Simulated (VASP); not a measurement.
# PbSe (I4mm) in VASP: notebook

Runs on PbSe. Level: r2SCAN. Tasks: single point.

Everything below comes from runs of VASP 6.6.1. Logs are shortened: lines on timing, memory, paths and dates and some standing lists are left out, and cuts for length are marked.

### 1 The cell of the first run

It takes space group I4mm (No. 107, tetragonal). The conventional cell has a = 4.331 Å, b = 4.331 Å, c = 6.124 Å, α = 90.00°, β = 90.00°, γ = 90.00°. Within 3.4 Å of Pb (site symmetry 4mm) lie 5 Se at 2.56 to 3.10 Å. Se (site symmetry 4mm) has 5 Pb at 2.56 to 3.10 Å within 3.4 Å.

### 2 Single point, r2SCAN

The input, POSCAR:

```
PbSe
1.0
    0.0000000000      3.0621500000      3.0621500000
    3.0621500000      0.0000000000      3.0621500000
    3.0621500000      3.0621500000      0.0000000000
Pb Se
1 1
Direct
    0.0000000000      0.0000000000      0.0000000000
    0.5816419836      0.5816419836      0.4183580164
```

The input, INCAR.step1:

```
ALGO = Normal
EDIFF = 1E-4
ENCUT = 520
GGA = PE
ISMEAR = 0
LASPH = T
LCHARG = F
LREAL = F
LWAVE = T
NBANDS = 17
NELM = 100
PREC = Accurate
SIGMA = 0.05
```

The input, INCAR.step2:

```
ALGO = Normal
EDIFF = 1E-6
ENCUT = 520
ISIF = 2
ISMEAR = 0
ISTART = 1
LASPH = T
LCHARG = F
LMIXTAU = T
LREAL = F
LWAVE = F
METAGGA = R2SCAN
NBANDS = 17
NELM = 100
PREC = Accurate
SIGMA = 0.05
```

The input, KPOINTS:

```
k-points
0
Gamma
  10 10 10
```

Potentials or basis: VASP PAW PBE potentials, release 64 (Pb_d, Se).

On the command line:

```bash
$ cat potpaw_PBE.64/Pb_d/POTCAR potpaw_PBE.64/Se/POTCAR > POTCAR
$ cp INCAR.step1 INCAR
$ mpirun -np 1 vasp_std > vasp.out
$ cp INCAR.step2 INCAR
$ mpirun -np 1 vasp_std > vasp.out
```

OUTCAR:

```text
EDIFF = 1E-6
   ENCUT = 520
   ISIF = 2
   ISMEAR = 0
   ISTART = 1
   LASPH = T
   LREAL = F
   METAGGA = R2SCAN
   NELM = 100
   PREC = Accurate

 ion  position               nearest neighbor table
   1  0.000  0.000  0.000-   2 2.56   2 3.10   2 3.10   2 3.10   2 3.10
   2  0.582  0.582  0.418-   1 2.56   1 3.10   1 3.10   1 3.10   1 3.10

  LATTYP: Found a face centered cubic cell.
 ALAT       =     6.1243000000

  Lattice vectors:

 A1 = (   0.0000000000,   3.0621500000,   3.0621500000)
 A2 = (   3.0621500000,   0.0000000000,   3.0621500000)
 A3 = (   3.0621500000,   3.0621500000,   0.0000000000)

Analysis of symmetry for initial positions (statically):
=====================================================================
 Subroutine PRICEL returns:
 Original cell was already a primitive cell.

 Routine SETGRP: Setting up the symmetry group for a
 face centered cubic supercell.

 Subroutine GETGRP returns: Found  8 space group operations
 (whereof  8 operations were pure point group operations)
 out of a pool of 48 trial point group operations.

The static configuration has the point symmetry C_4v.

Analysis of symmetry for dynamics (positions and initial velocities):
=====================================================================
 Subroutine PRICEL returns:
 Original cell was already a primitive cell.

 Routine SETGRP: Setting up the symmetry group for a
 face centered cubic supercell.

 Subroutine GETGRP returns: Found  8 space group operations
 (whereof  8 operations were pure point group operations)
 out of a pool of 48 trial point group operations.

The dynamic configuration has the point symmetry C_4v.

 Subroutine INISYM returns: Found  8 space group operations
 (whereof  8 operations are pure point group operations),
 and found     1 'primitive' translations

----------------------------------------------------------------------------------------

                                     Primitive cell

  volume of cell :      57.4261

  direct lattice vectors                    reciprocal lattice vectors
     0.000000000  3.062150000  3.062150000    -0.163283967  0.163283967  0.163283967
     3.062150000  0.000000000  3.062150000     0.163283967 -0.163283967  0.163283967
     3.062150000  3.062150000  0.000000000     0.163283967  0.163283967 -0.163283967

[... 73 lines left out ...]
 SYSTEM =  unknown system
   PREC   = accura    normal or accurate (medium, high low for compatibility)
   ISTART =      1    job   : 0-new  1-cont  2-samecut
   ICHARG =      0    charge: 1-file 2-atom 10-const
   ISPIN  =      1    spin polarized calculation?
   LNONCOLLINEAR =      F non collinear calculations
   LSORBIT =      F    spin-orbit coupling
   LASPH  =      T    aspherical Exc in radial PAW
   ENCUT  =  520.0 eV  38.22 Ry    6.18 a.u.   8.05  8.05  8.05*2*pi/ulx,y,z
   NELM   =    100;   NELMIN=  2; NELMDL=  0     # of ELM steps
   EDIFF  = 0.1E-05   stopping-criterion for ELM
   LREAL  =      F    real-space projection
   EDIFFG = 0.1E-04   stopping-criterion for IOM
   NSW    =      0    number of steps for IOM
   IBRION =     -1    ionic relax: 0-MD 1-quasi-New 2-CG
   NFREE  =      0    steps in history (QN), initial steepest desc. (CG)
   ISIF   =      2    stress and relaxation
   ISYM   =      2    0-nonsym 1-usesym 2-fastsym
   POTIM  = 0.5000    time-step for ionic-motion
   TEBEG  =    0.0;   TEEND  =   0.0 temperature during run
   PSTRESS=    0.0 pullay stress
   NELECT =      20.0000    total number of electrons
   NUPDOWN=      -1.0000    fix difference up-down
   EMIN   =  10.00;   EMAX   =-10.00  energy-range for DOS
   EFERMI =   0.00;   METHOD = LEGACY
   ISMEAR =     0;   SIGMA  =   0.05  broadening in eV -4-tet -1-fermi 0-gaus
   EFERMI_NEDOS =   21; number of points for ismear=-14 and -15
   IALGO  =     38    algorithm
   IMIX   =      4    mixing-type and parameters
     AMIX     =   0.40;   BMIX     =  1.00
     AMIX_MAG =   1.60;   BMIX_MAG =  1.00
  volume/ion in A,a.u.               =      28.71       193.77
  Fermi-wavevector in a.u.,A,eV,Ry     =   1.151812  2.176610 18.050462  1.326672
  Thomas-Fermi vector in A             =   2.288467
   LORBIT       =      0    0 simple, 1 ext, 2 COOP (PROOUT), +10 PAW based schemes
   METAGGA = R2SCAN    functional components
   LHFCALC =     F    Hartree Fock is set to
   AEXX    =    0.0000 exact exchange contribution
   IVDW    =     0    specifies the selected vdW correction
   LEPSILON=     F    determine dielectric tensor
   LRPA    =     F    only Hartree local field effects (RPA)
 non-spin polarized calculation
 Gauss-broadening in eV      SIGMA  =   0.05
  energy-cutoff  :      520.00
  volume of cell :       57.43
 maximum number of plane-waves:      1572
   NGX = 17   NGY = 17   NGZ = 17

 number of electron      19.9999999 magnetization

 Free energy of the ion-electron system (eV)
  ---------------------------------------------------
  ext. energy  EPLUGINS =         0.00000000
  ---------------------------------------------------
  free energy    TOTEN  =       -71.67000628 eV

  energy without entropy =      -71.67000628  energy(sigma->0) =      -71.67000628

 E-fermi :   4.8160     XC(G=0): -10.0120

 val. band max:        4.5383310243   @ k =  -0.2000   0.2000   0.0000
 cond. band min:       6.0947315616   @ k =   0.5000   0.0000   0.0000
 fundamental gap:      1.5564005373
 Fermi energy:         4.8159914018

 k-point     1 :       0.0000    0.0000    0.0000
  band No.  band energies     occupation
      1     -12.5691      2.00000
      2     -12.5009      2.00000
      3     -12.4941      2.00000
      4     -12.4666      2.00000
      5     -12.4666      2.00000
      6      -9.5338      2.00000
[... 457 lines left out ...]
      4     -12.4633      2.00000
      5     -12.4564      2.00000
      6      -9.3192      2.00000
[... 9 lines left out ...]
     16      13.0446      0.00000
     17      14.4893      0.00000

 [... further k-points ...]
[... 5 lines left out ...]
  --------------------------------------------------------------------------------------
  -------------------------------------------------------------------------------------
  Total        0.6527639      0.6527639      4.9509030      0.0000000     -0.0000000      0.0000000
  in kB       18.2119857     18.2119857    138.1292395      0.0000000     -0.0000000      0.0000000
  external PRESSURE =      58.1844036 kB  Pullay stress =       0.0000000 kB

 VOLUME and BASIS-vectors are now :
 -----------------------------------------------------------------------------
  energy-cutoff  :      520.00
  volume of cell :       57.43
      direct lattice vectors                 reciprocal lattice vectors
     0.000000000  3.062150000  3.062150000    -0.163283967  0.163283967  0.163283967
     3.062150000  0.000000000  3.062150000     0.163283967 -0.163283967  0.163283967
     3.062150000  3.062150000  0.000000000     0.163283967  0.163283967 -0.163283967

 POSITION                                       TOTAL-FORCE (eV/Angst)
 -----------------------------------------------------------------------------------
      0.00000      0.00000      0.00000         0.000000      0.000000      1.800749
      3.06215      3.06215      3.56215         0.000000      0.000000     -1.800749
 -----------------------------------------------------------------------------------
    total drift:                                0.000000      0.000000     -0.000404

  FREE ENERGIE OF THE ION-ELECTRON SYSTEM (eV)
  ---------------------------------------------------
  free  energy   TOTEN  =       -71.6700062770 eV

  energy  without entropy=      -71.6700062770  energy(sigma->0) =      -71.67000628
```

OUTCAR.step1:

```text
EDIFF = 1E-4
   ENCUT = 520
   GGA = PE
   ISMEAR = 0
   LASPH = T
[... 700 lines left out ...]
 -----------------------------------------------------------------------------------
      0.00000      0.00000      0.00000         0.000000      0.000000      1.869490
      3.06215      3.06215      3.56215         0.000000      0.000000     -1.869490
 -----------------------------------------------------------------------------------
    total drift:                                0.000000      0.000000     -0.001280

  FREE ENERGIE OF THE ION-ELECTRON SYSTEM (eV)
  ---------------------------------------------------
  free  energy   TOTEN  =        -7.8978181932 eV

  energy  without entropy=       -7.8978181932  energy(sigma->0) =       -7.89781819
```

OSZICAR.step1:

```text
N       E                     dE             d eps       ncg     rms          rms(c)
DAV:   1     0.160339977523E+03    0.16034E+03   -0.95776E+03  3476   0.121E+03
DAV:   2     0.401910379908E+01   -0.15632E+03   -0.15080E+03  3614   0.309E+02
DAV:   3    -0.787235500939E+01   -0.11891E+02   -0.11766E+02  4551   0.920E+01
DAV:   4    -0.815178840625E+01   -0.27943E+00   -0.27918E+00  4323   0.157E+01
DAV:   5    -0.816128413335E+01   -0.94957E-02   -0.94952E-02  5004   0.281E+00    0.317E+00
DAV:   6    -0.790212616463E+01    0.25916E+00   -0.59998E-01  5194   0.620E+00    0.190E+00
DAV:   7    -0.789531626806E+01    0.68099E-02   -0.13219E-01  4106   0.198E+00    0.915E-01
DAV:   8    -0.789783755884E+01   -0.25213E-02   -0.13243E-02  4422   0.123E+00    0.111E-01
DAV:   9    -0.789779672516E+01    0.40834E-04   -0.21235E-03  5478   0.439E-01    0.609E-02
DAV:  10    -0.789781819318E+01   -0.21468E-04   -0.20506E-04  3939   0.102E-01
   1 F= -.78978182E+01 E0= -.78978182E+01  d E =-.100060E-16
```

Run time: 11 min. Hardware: 1 thread of AMD EPYC 7R13, shared host; peak memory 0.23 GiB.

What came out:

```yaml
Free_energy: -71.6700 eV
Pressure: 5.8 GPa
Largest_force: 1.801 eV/Å
Band_gap_on_the_k_mesh: 1.56 eV, indirect (least direct gap 1.69 eV)
```

Forces in eV/Å, atoms in the order of the input:
```
Pb   0.000  0.000  1.801
Se   0.000  0.000 -1.801
```

Caveat: the cell differs from its parent crystal (all Se atoms moved -0.500 Å, as atom 2 towards its neighbour atom 1 (Pb) at 3.062 Å); the PAW data sets were made with another functional, which shifts forces and pressure a little; spin-orbit coupling is left out, which moves the levels of the heavy elements. A k mesh can miss the band edges.

### 3 Single point, r2SCAN

Edit POSCAR of step 2 so:

```diff
@@ -9,2 +9,2 @@
     0.0000000000      0.0000000000      0.0000000000
-    0.5816419836      0.5816419836      0.4183580164
+    0.5408209918      0.5408209918      0.4591790082
```

The input, INCAR.step1:

```
SYSTEM = PbSe
PREC = Accurate
ENCUT = 520
ISMEAR = 0
SIGMA = 0.05
LREAL = .False.
LASPH = .True.
NELM = 100
NBANDS = 17
GGA = PE
ALGO = Normal
EDIFF = 1E-4
LWAVE = .True.
LCHARG = .False.
```

The input, INCAR.step2:

```
SYSTEM = PbSe
PREC = Accurate
ENCUT = 520
EDIFF = 1E-6
ISMEAR = 0
SIGMA = 0.05
LREAL = .False.
LASPH = .True.
NELM = 100
ALGO = Normal
ISIF = 2
LWAVE = .False.
LCHARG = .False.
METAGGA = R2SCAN
LMIXTAU = .True.
NBANDS = 17
ISTART = 1
```

The input, KPOINTS:

```
regular mesh
0
Gamma
  10 10 10
  0 0 0
```

Potentials or basis: VASP PAW PBE potentials, release 64 (Pb_d, Se).

On the command line:

```bash
$ cat potpaw_PBE.64/Pb_d/POTCAR potpaw_PBE.64/Se/POTCAR > POTCAR
$ cp INCAR.step1 INCAR
$ mpirun -np 1 vasp_std > vasp.out
$ cp INCAR.step2 INCAR
$ mpirun -np 1 vasp_std > vasp.out
```

It took 11 min on 1 thread of AMD EPYC 7R13, shared host; peak memory 0.23 GiB.

The run converged. Its results:

* Free energy: -71.9031 eV
* Pressure: 2.4 GPa
* Largest force: 0.335 eV/Å
* Band gap on the k mesh: 0.98 eV, direct

Forces in eV/Å, atoms in the order of the input:
```
Pb   0.000  0.000  0.335
Se   0.000  0.000 -0.335
```

Stress tensor (GPa, compression positive):
```
1.52 0.00 0.00
0.00 1.52 0.00
0.00 0.00 4.13
```

Levels at points of the mesh, in eV from the valence-band top:
| k point | band 7 | band 8 | band 9 | band 10 | band 11 | band 12 | band 13 | band 14 |
| --- | --- | --- | --- | --- | --- | --- | --- | --- |
| (0.00, 0.00, 0.00) | -6.13 | -1.96 | -1.81 | -1.81 | 4.84 | 4.84 | 5.32 | 7.13 |
| (0.50, 0.00, 0.00) | -8.85 | -1.67 | -1.48 | 0.00 | 0.98 | 2.14 | 2.42 | 9.09 |
| (0.50, 0.50, 0.00) | -7.70 | -4.64 | -3.23 | -3.23 | 4.20 | 6.19 | 6.19 | 6.77 |
| (0.00, 0.50, 0.50) | -7.37 | -4.97 | -3.19 | -3.15 | 3.72 | 6.35 | 6.61 | 6.63 |

Caveat: the cell differs from its parent crystal (all Se atoms moved -0.250 Å, as atom 2 towards its neighbour atom 1 (Pb) at 3.062 Å); the PAW data sets were made with another functional, which shifts forces and pressure a little; spin-orbit coupling is left out, which moves the levels of the heavy elements.
